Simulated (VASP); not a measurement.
# SnO2 (Fm-3m) in VASP: notebook

The runs below take SnO2 through single point, with PBE, LDA.

Everything below comes from runs of VASP 6.6.1. Logs are shortened: lines on timing, memory, paths and dates and some standing lists are left out, and cuts for length are marked.

### 1 The cell of the first run

The structure is cubic, space group Fm-3m (No. 225). The conventional cell has a = 5.067 Å, b = 5.067 Å, c = 5.067 Å, α = 90.00°, β = 90.00°, γ = 90.00°. Sn (site symmetry m-3m) has 8 O at 2.19 Å within 2.9 Å. Within 2.9 Å of O (site symmetry -43m) lie 4 Sn at 2.19 Å and 6 O at 2.53 Å.

### 2 Single point, PBE

File INCAR:

```
PREC     = Accurate       # precision mode
ENCUT    = 520            # plane-wave cutoff, eV
EDIFF    = 1E-6           # SCF threshold, eV
ISMEAR   = -1             # smearing method
SIGMA    = 0.02           # smearing width, eV
LREAL    = F              # projectors in reciprocal space
LASPH    = T              # aspherical terms in the spheres
NELM     = 100            # most SCF steps
ALGO     = Normal         # electronic algorithm
ISIF     = 2              # what is computed and relaxed
LWAVE    = F              # write WAVECAR
LCHARG   = F              # write CHGCAR
GGA      = PE             # functional
NBANDS   = 20             # bands
```

File KPOINTS:

```
regular mesh
0
Gamma
  8 8 8
```

File POSCAR:

```
SnO2
1.0
    0.0000000000      2.5334667554      2.5334667554
    2.5334667554      0.0000000000      2.5334667554
    2.5334667554      2.5334667554      0.0000000000
Sn O
1 2
Direct
    0.0000000000      0.0000000000      0.0000000000
    0.2500000000      0.2500000000      0.2500000000
    0.7500000000      0.7500000000      0.7500000000
```

Potentials or basis: VASP PAW PBE potentials, release 64 (Sn_d, O).

On the command line:

```
$ cat potpaw_PBE.64/Sn_d/POTCAR potpaw_PBE.64/O/POTCAR > POTCAR
$ mpirun -np 1 vasp_std > vasp.out
```

OUTCAR:

```text
PREC = Accurate
   ENCUT = 520
   EDIFF = 1E-6
   ISMEAR = -1
   LREAL = F
   LASPH = T
   NELM = 100
   ISIF = 2
   GGA = PE

 ion  position               nearest neighbor table
   1  0.000  0.000  0.000-   3 2.19   3 2.19   3 2.19   2 2.19   3 2.19   2 2.19   2 2.19   2 2.19

   2  0.250  0.250  0.250-   1 2.19   1 2.19   1 2.19   1 2.19
   3  0.750  0.750  0.750-   1 2.19   1 2.19   1 2.19   1 2.19

  LATTYP: Found a face centered cubic cell.
 ALAT       =     5.0669335108

  Lattice vectors:

 A1 = (   0.0000000000,   2.5334667554,   2.5334667554)
 A2 = (   2.5334667554,   0.0000000000,   2.5334667554)
 A3 = (   2.5334667554,   2.5334667554,   0.0000000000)

Analysis of symmetry for initial positions (statically):
=====================================================================
 Subroutine PRICEL returns:
 Original cell was already a primitive cell.

 Routine SETGRP: Setting up the symmetry group for a
 face centered cubic supercell.

 Subroutine GETGRP returns: Found 48 space group operations
 (whereof 48 operations were pure point group operations)
 out of a pool of 48 trial point group operations.

The static configuration has the point symmetry O_h .

Analysis of symmetry for dynamics (positions and initial velocities):
=====================================================================
 Subroutine PRICEL returns:
 Original cell was already a primitive cell.

 Routine SETGRP: Setting up the symmetry group for a
 face centered cubic supercell.

 Subroutine GETGRP returns: Found 48 space group operations
 (whereof 48 operations were pure point group operations)
 out of a pool of 48 trial point group operations.

The dynamic configuration has the point symmetry O_h .

 Subroutine INISYM returns: Found 48 space group operations
 (whereof 48 operations are pure point group operations),
 and found     1 'primitive' translations

----------------------------------------------------------------------------------------

                                     Primitive cell

  volume of cell :      32.5219

  direct lattice vectors                    reciprocal lattice vectors
     0.000000000  2.533466755  2.533466755    -0.197358027  0.197358027  0.197358027
     2.533466755  0.000000000  2.533466755     0.197358027 -0.197358027  0.197358027
     2.533466755  2.533466755  0.000000000     0.197358027  0.197358027 -0.197358027

  length of vectors
     3.582863045  3.582863045  3.582863045     0.341834130  0.341834130  0.341834130

  position of ions in fractional coordinates (direct lattice)
     0.000000000  0.000000000  0.000000000
     0.250000000  0.250000000  0.250000000
     0.750000000  0.750000000  0.750000000

  ion indices of the primitive-cell ions
   primitive index   ion index
                 1           1
                 2           2
                 3           3

----------------------------------------------------------------------------------------

 KPOINTS: regular mesh

Automatic generation of k-mesh.
 Grid dimensions read from file:
 generate k-points for:    8    8    8

 Generating k-lattice:

  Cartesian coordinates                     Fractional coordinates (reciprocal lattice)
    -0.024669753  0.024669753  0.024669753     0.125000000  0.000000000  0.000000000
     0.024669753 -0.024669753  0.024669753     0.000000000  0.125000000  0.000000000
     0.024669753  0.024669753 -0.024669753     0.000000000  0.000000000  0.125000000

  Length of vectors
     0.042729266  0.042729266  0.042729266

  Shift w.r.t. Gamma in fractional coordinates (k-lattice)
     0.000000000  0.000000000  0.000000000

 Subroutine IBZKPT returns following result:
 ===========================================

 Found     29 irreducible k-points:

 Following reciprocal coordinates:
            Coordinates               Weight
  0.000000  0.000000  0.000000      1.000000
  0.125000  0.000000  0.000000      8.000000
  0.250000  0.000000  0.000000      8.000000
  0.375000  0.000000  0.000000      8.000000
  0.500000  0.000000  0.000000      4.000000
  0.125000  0.125000  0.000000      6.000000
[... 16 lines left out ...]
  0.500000  0.250000  0.125000     48.000000
 -0.375000  0.250000  0.125000     24.000000
 [... further k-points ...]
   k-points           NKPTS =     29   k-points in BZ     NKDIM =     29   number of bands    NBANDS=     20
   number of dos      NEDOS =    301   number of ions     NIONS =      3
   total plane-waves  NPLWV =  21952
   dimension x,y,z NGX =    28 NGY =   28 NGZ =   28
   dimension x,y,z NGXF=    56 NGYF=   56 NGZF=   56
   ions per type =               1   2
   NGX,Y,Z   is equivalent  to a cutoff of  12.99, 12.99, 12.99 a.u.
   NGXF,Y,Z  is equivalent  to a cutoff of  25.98, 25.98, 25.98 a.u.
 SYSTEM =  unknown system
   PREC   = accura    normal or accurate (medium, high low for compatibility)
   ISTART =      0    job   : 0-new  1-cont  2-samecut
   ICHARG =      2    charge: 1-file 2-atom 10-const
   ISPIN  =      1    spin polarized calculation?
   LNONCOLLINEAR =      F non collinear calculations
   LSORBIT =      F    spin-orbit coupling
   LASPH  =      T    aspherical Exc in radial PAW
   ENCUT  =  520.0 eV  38.22 Ry    6.18 a.u.   6.66  6.66  6.66*2*pi/ulx,y,z
   NELM   =    100;   NELMIN=  2; NELMDL= -5     # of ELM steps
   EDIFF  = 0.1E-05   stopping-criterion for ELM
   LREAL  =      F    real-space projection
   EDIFFG = 0.1E-04   stopping-criterion for IOM
   NSW    =      0    number of steps for IOM
   IBRION =     -1    ionic relax: 0-MD 1-quasi-New 2-CG
   NFREE  =      0    steps in history (QN), initial steepest desc. (CG)
   ISIF   =      2    stress and relaxation
   ISYM   =      2    0-nonsym 1-usesym 2-fastsym
   POTIM  = 0.5000    time-step for ionic-motion
   TEBEG  =    0.0;   TEEND  =   0.0 temperature during run
   PSTRESS=    0.0 pullay stress
   NELECT =      26.0000    total number of electrons
   NUPDOWN=      -1.0000    fix difference up-down
   EMIN   =  10.00;   EMAX   =-10.00  energy-range for DOS
   EFERMI =   0.00;   METHOD = LEGACY
   ISMEAR =    -1;   SIGMA  =   0.02  broadening in eV -4-tet -1-fermi 0-gaus
   EFERMI_NEDOS =   21; number of points for ismear=-14 and -15
   IALGO  =     38    algorithm
   IMIX   =      4    mixing-type and parameters
     AMIX     =   0.40;   BMIX     =  1.00
     AMIX_MAG =   1.60;   BMIX_MAG =  1.00
  volume/ion in A,a.u.               =      10.84        73.16
  Fermi-wavevector in a.u.,A,eV,Ry     =   1.519407  2.871263 31.410370  2.308597
  Thomas-Fermi vector in A             =   2.628397
   LORBIT       =      0    0 simple, 1 ext, 2 COOP (PROOUT), +10 PAW based schemes
   GGA     = PE    functional components
   LHFCALC =     F    Hartree Fock is set to
   AEXX    =    0.0000 exact exchange contribution
   IVDW    =     0    specifies the selected vdW correction
   LEPSILON=     F    determine dielectric tensor
   LRPA    =     F    only Hartree local field effects (RPA)
 non-spin polarized calculation
  energy-cutoff  :      520.00
  volume of cell :       32.52
 maximum number of plane-waves:       893
   NGX = 13   NGY = 13   NGZ = 13

 number of electron      25.9999988 magnetization

 Free energy of the ion-electron system (eV)
  ---------------------------------------------------
  ext. energy  EPLUGINS =         0.00000000
  ---------------------------------------------------
  free energy    TOTEN  =       -17.86690809 eV

  energy without entropy =      -17.86690482  energy(sigma->0) =      -17.86690646

 E-fermi :   8.1986     XC(G=0): -11.9233

 val. band max:        8.0394289847   @ k =  -0.2500   0.5000   0.2500
 cond. band min:       8.3178201105   @ k =   0.0000   0.0000   0.0000
 fundamental gap:      0.2783911259
 Fermi energy:         8.1985569370

 k-point     1 :       0.0000    0.0000    0.0000
  band No.  band energies     occupation
      1     -12.5272      2.00000
      2     -12.5272      2.00000
      3     -12.5272      2.00000
      4     -12.3692      2.00000
      5     -12.3692      2.00000
      6     -11.6960      2.00000
[... 12 lines left out ...]
     19      23.3672      0.00000
     20      23.3672      0.00000

 k-point     2 :       0.1250    0.0000    0.0000
  band No.  band energies     occupation
      1     -12.5958      2.00000
      2     -12.5146      2.00000
      3     -12.5146      2.00000
      4     -12.3696      2.00000
      5     -12.3696      2.00000
      6     -11.5278      2.00000
[... 12 lines left out ...]
     19      23.4147      0.00000
     20      23.4147      0.00000

 k-point     3 :       0.2500    0.0000    0.0000
  band No.  band energies     occupation
      1     -12.7794      2.00000
      2     -12.4910      2.00000
      3     -12.4910      2.00000
      4     -12.3634      2.00000
      5     -12.3634      2.00000
      6     -11.0004      2.00000
[... 12 lines left out ...]
     19      23.5237      0.00000
     20      24.3240      0.00000

 k-point     4 :       0.3750    0.0000    0.0000
  band No.  band energies     occupation
      1     -12.9610      2.00000
      2     -12.4799      2.00000
      3     -12.4799      2.00000
      4     -12.3441      2.00000
      5     -12.3441      2.00000
      6     -10.1948      2.00000
[... 12 lines left out ...]
     19      23.5429      0.00000
     20      24.1616      0.00000

 k-point     5 :       0.5000    0.0000    0.0000
  band No.  band energies     occupation
      1     -13.0336      2.00000
      2     -12.4787      2.00000
      3     -12.4787      2.00000
      4     -12.3325      2.00000
      5     -12.3325      2.00000
      6      -9.5370      2.00000
[... 12 lines left out ...]
     19      23.4585      0.00000
     20      23.7542      0.00000
[... 353 lines left out ...]
      6      -9.9063      2.00000
[... 12 lines left out ...]
     19      25.2755      0.00000
     20      25.8484      0.00000

 k-point    22 :       0.3750    0.2500    0.1250
  band No.  band energies     occupation
      1     -12.8245      2.00000
      2     -12.5479      2.00000
      3     -12.4471      2.00000
      4     -12.3967      2.00000
      5     -12.3502      2.00000
      6     -10.6123      2.00000
[... 12 lines left out ...]
     19      23.9369      0.00000
     20      26.7977      0.00000

 k-point    23 :       0.5000    0.2500    0.1250
  band No.  band energies     occupation
      1     -12.8926      2.00000
      2     -12.6247      2.00000
      3     -12.4268      2.00000
      4     -12.3939      2.00000
      5     -12.3469      2.00000
      6      -9.8437      2.00000
[... 12 lines left out ...]
     19      23.9853      0.00000
     20      27.1057      0.00000

 k-point    24 :      -0.3750    0.2500    0.1250
  band No.  band energies     occupation
      1     -12.9247      2.00000
      2     -12.6529      2.00000
      3     -12.4242      2.00000
      4     -12.3901      2.00000
      5     -12.3415      2.00000
      6      -9.1314      2.00000
[... 12 lines left out ...]
     19      23.9614      0.00000
     20      27.5598      0.00000

 [... further k-points ...]
[... 5 lines left out ...]
  --------------------------------------------------------------------------------------
  -------------------------------------------------------------------------------------
  Total        2.0319293      2.0319293      2.0319293     -0.0000000     -0.0000000     -0.0000000
  in kB      100.1021819    100.1021819    100.1021819     -0.0000000     -0.0000000     -0.0000000
  external PRESSURE =     100.1021819 kB  Pullay stress =       0.0000000 kB

 VOLUME and BASIS-vectors are now :
 -----------------------------------------------------------------------------
  energy-cutoff  :      520.00
  volume of cell :       32.52
      direct lattice vectors                 reciprocal lattice vectors
     0.000000000  2.533466755  2.533466755    -0.197358027  0.197358027  0.197358027
     2.533466755  0.000000000  2.533466755     0.197358027 -0.197358027  0.197358027
     2.533466755  2.533466755  0.000000000     0.197358027  0.197358027 -0.197358027

 POSITION                                       TOTAL-FORCE (eV/Angst)
 -----------------------------------------------------------------------------------
      0.00000      0.00000      0.00000        -0.000000     -0.000000     -0.000000
      1.26673      1.26673      1.26673         0.000000      0.000000      0.000000
      3.80020      3.80020      3.80020         0.000000     -0.000000      0.000000
 -----------------------------------------------------------------------------------
    total drift:                                0.000000     -0.000000      0.000000

  FREE ENERGIE OF THE ION-ELECTRON SYSTEM (eV)
  ---------------------------------------------------
  free  energy   TOTEN  =       -17.8669080944 eV

  energy  without entropy=      -17.8669048224  energy(sigma->0) =      -17.86690646
```

It took 8.9 s on 1 thread of Intel Xeon 6975P-C (Granite Rapids), shared host; peak memory 0.16 GiB.

What came out:

| Item | Value |
| --- | --- |
| Free energy | -17.8669 eV |
| Pressure | 10.0 GPa |
| Band gap on the k mesh | 0.28 eV, indirect (least direct gap 1.68 eV) |

Caveat: spin-orbit coupling is left out, which moves the levels of the heavy elements.

### 3 Single point, LDA

File INCAR:

```
PREC     = Accurate       # precision mode
ENCUT    = 520            # plane-wave cutoff, eV
EDIFF    = 1E-6           # SCF threshold, eV
ISMEAR   = 0              # smearing method
SIGMA    = 0.01           # smearing width, eV
LREAL    = F              # projectors in reciprocal space
LASPH    = T              # aspherical terms in the spheres
NELM     = 80             # most SCF steps
ALGO     = Normal         # electronic algorithm
ISIF     = 2              # what is computed and relaxed
LWAVE    = F              # write WAVECAR
LCHARG   = F              # write CHGCAR
NBANDS   = 20             # bands
```

File KPOINTS:

```
Automatic mesh
0
Gamma
  8 8 8
```

POSCAR is that of step 2.

Potentials or basis: VASP PAW LDA potentials, release 64 (Sn_d, O).

On the command line:

```
$ cat potpaw_LDA.64/Sn_d/POTCAR potpaw_LDA.64/O/POTCAR > POTCAR
$ mpirun -np 1 vasp_std > vasp.out
```

Wall time 8.3 s (1 thread of Intel Xeon 6975P-C (Granite Rapids), shared host); peak memory 0.14 GiB.

Results (log left out):

```
Free energy            : -20.5068 eV
Pressure               : -2.6 GPa
Band gap on the k mesh : 0.21 eV, indirect (least direct gap 1.64 eV)
```

Levels at points of the mesh, in eV from the valence-band top:
```csv
k point,band 10,band 11,band 12,band 13,band 14,band 15,band 16,band 17
"(0.00, 0.00, 0.00)",-2.95,-1.43,-1.43,-1.43,0.21,6.85,6.85,6.85
"(0.50, 0.00, 0.00)",-3.49,-3.49,-2.16,-2.16,4.79,7.80,10.20,10.20
"(0.50, 0.50, 0.00)",-5.65,-0.20,-0.20,-0.13,3.07,7.11,9.63,12.06
```

Caveat: spin-orbit coupling is left out, which moves the levels of the heavy elements. A k mesh can miss the band edges.
